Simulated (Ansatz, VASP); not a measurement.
**BN: VASP beside Ansatz**

The input INCAR:

```
SYSTEM = BN
PREC = Accurate
ENCUT = 520
EDIFF = 1E-7
ISMEAR = 0
SIGMA = 0.02
LREAL = .False.
LASPH = .True.
NELM = 80
ALGO = Normal
ISIF = 2
LWAVE = .False.
LCHARG = .True.
GGA = PE
IVDW = 12
LELF = .True.
LVHAR = .True.
NBANDS = 16
```

Contents of KPOINTS:

```
Automatic mesh
0
Gamma
  12 12 4
  0 0 0
```

The input POSCAR:

```
BN
1.0
    2.5064254177      0.0000000000      0.0000000000
   -1.2532127088      2.1706280844      0.0000000000
    0.0000000000      0.0000000000      6.6141239338
B N
2 2
Direct
    0.3333333333      0.6666666667      0.2500000000
    0.6666666667      0.3333333333      0.7500000000
    0.3333333333      0.6666666667      0.7500000000
    0.6666666667      0.3333333333      0.2500000000
```

Input for Ansatz:

```yaml
crystal:
  lattice:
    - [2.5064254183, 0.0, 0.0]
    - [-1.2532127092, 2.170628085, 0.0]
    - [0.0, 0.0, 6.6141241205]
  atoms:
    - { symbol: B, position: [0.3333333333, 0.6666666667, 0.25] }
    - { symbol: B, position: [0.6666666667, 0.3333333333, 0.75] }
    - { symbol: "N", position: [0.3333333333, 0.6666666667, 0.75] }
    - { symbol: "N", position: [0.6666666667, 0.3333333333, 0.25] }
basis:
  ecutwfc: 420
kpoints:
  mp_grid: { grid: [12, 12, 4] }
  band_path: { path: [VBM, CBM], npoints: 2 }
hamiltonian:
  xc: pbe
  dispersion: d3bj
scf:
  occupations: { method: gaussian, width: 0.02 }
output:
  forces: true
  stress: true
  eigenvalues: true
```

Alike in both runs: task single point; functional PBE; dispersion D3(BJ); k mesh 12 × 12 × 4; occupations gaussian, width 0.02 eV; no spin polarisation.

```csv
,VASP,Ansatz
version,VASP 6.6.1,Ansatz 0.2.0
potentials or method,"VASP PAW PBE potentials, release 64 (B, N), cutoff 520 eV","scalar-relativistic, plane waves, PAW"
valence electrons in the cell,16,16
```

Ansatz gave:

```
gap on the k mesh at the Fermi level (eV)                     : 4.27
least direct gap on the mesh (eV)                             : 4.64
pressure (GPa)                                                : 0.0
traceless stress, the component that is largest in VASP (GPa) : 0.00
```

What did VASP give for the same quantities?

gap on the k mesh at the Fermi level (eV): 4.27; least direct gap on the mesh (eV): 4.63; pressure (GPa): 0.1; traceless stress, the component that is largest in VASP (GPa): -0.21.
